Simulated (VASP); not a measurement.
A run of VASP 6.6.1 is set up as follows.

Contents of INCAR:

```
PREC = Accurate
ENCUT = 520
EDIFF = 1E-6
ISMEAR = 0
SIGMA = 0.1
LREAL = False
LASPH = True
NELM = 150
ALGO = Normal
ISIF = 2
LWAVE = False
LCHARG = False
ISPIN = 2
MAGMOM = 0 4 4 0 0 0
LORBIT = 11
LMAXMIX = 4
GGA = PE
NBANDS = 39
```

File KPOINTS:

```
Automatic mesh
0
Gamma
  6 6 2
```

The input POSCAR:

```
TaMn2N3
1.0
    3.1555153400      0.0000000000      0.0000000000
    0.0000000000      3.1555153400      0.0000000000
    0.0000000000      0.0000000000      7.7197695200
Ta Mn N
1 2 3
Direct
    0.0000000000      0.0000000000      0.0000000000
    0.5000000000      0.5000000000      0.6895148400
    0.5000000000      0.5000000000      0.3104851600
    0.5000000000      0.5000000000      0.0000000000
    0.5000000000      0.5000000000      0.5000000000
    0.0000000000      0.0000000000      0.5000000000
```

Potentials or basis: VASP PAW PBE potentials, release 64 (Ta_pv, Mn_pv, N).

Command:

```console
$ cat potpaw_PBE.64/Ta_pv/POTCAR potpaw_PBE.64/Mn_pv/POTCAR potpaw_PBE.64/N/POTCAR > POTCAR
$ mpirun -np 1 vasp_std > vasp.out
```

(1) Estimate the pressure.

(2) What does it give for the site moments?

(3) What does it give for the largest force?

(4) Predict the net moment.

## Answers

(1) 4.4 GPa.

(2) Ta -0.15; Mn +1.80; N -0.01, -0.18, -0.41 μB.

(3) 12.352 eV/Å.

(4) 2.80 μB per cell.

Caveat: the k points lie up to 0.41 Å⁻¹ apart; atoms lie so close that the PAW spheres overlap strongly, which falsifies energies and pressures; only a ferromagnetic start was run, and an antiferromagnetic order may lie lower in energy; forces of over 1 eV/Å act on the atoms, so gaps and moduli don't describe the material at rest.
